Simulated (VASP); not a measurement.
Set up this calculation in VASP 6.6.1, as the native input.

```
Task                   : relaxation of cell and atoms
Functional             : PBEsol
Potentials or basis    : VASP PAW PBE potentials, release 64 (Al, Co)
Cutoff                 : 600 eV
k mesh                 : 16 × 16 × 16
Occupations            : fermi-dirac, width 0.1 eV
Spin                   : no spin polarisation
Target pressure        : 7 GPa
Dipole correction      : no
Further INCAR settings : ALGO = Normal; EDIFF = 1e-06; IBRION = 2; EDIFFG = -0.002; NSW = 100; ISIF = 3
```

The structure of AlCo lies in POSCAR:

```
AlCo
1.0
    2.8234231446      0.0000000000      0.0000000000
    0.0000000000      2.8234231446      0.0000000000
    0.0000000000      0.0000000000      2.8234231446
Al Co
1 1
Direct
    0.0000000000      0.0000000000      0.0000000000
    0.5000000000      0.5000000000      0.5000000000
```

The input as run:

INCAR

```
PREC = Accurate ; ENCUT = 600
EDIFF = 1E-6 ; ISMEAR = -1
SIGMA = 0.1 ; LREAL = False
LASPH = True ; NELM = 60
ALGO = Normal ; ISIF = 3
LWAVE = False ; LCHARG = False
GGA = PS ; IBRION = 2
NSW = 100 ; EDIFFG = -0.002
PSTRESS = 70.0
```

KPOINTS

```
regular mesh
0
Gamma
  16 16 16
```

Potentials or basis: VASP PAW PBE potentials, release 64 (Al, Co).

Launch:

```bash
$ cat potpaw_PBE.64/Al/POTCAR potpaw_PBE.64/Co/POTCAR > POTCAR
$ mpirun -np 1 vasp_std > vasp.out
```

It gave:

| Quantity | Value |
| --- | --- |
| Relaxed volume | 10.88 Å³/atom |
| Relaxed cell | a = 2.792 Å, b = 2.792 Å, c = 2.792 Å, α = 90.00°, β = 90.00°, γ = 90.00° |
| Space group after relaxing (to 0.05 Å) | Pm-3m (No. 221) |
| Energy change on relaxing (the enthalpy is what falls) | +7.8 meV/atom |
| Ionic steps | 3 |
| Pressure after relaxing | 7.0 GPa |
| Band gap on the k mesh | zero (band 6 reaches 13.66 eV, above the bottom of band 7 at 11.02 eV) |

Caveat: the cell is relaxed towards a set pressure, so the enthalpy falls and the energy may rise; the PAW data sets were made with another functional, which shifts forces and pressure a little.

It took 2.6 min on 1 thread of AMD EPYC 7R13, on a shared host, peak memory 0.16 GiB.
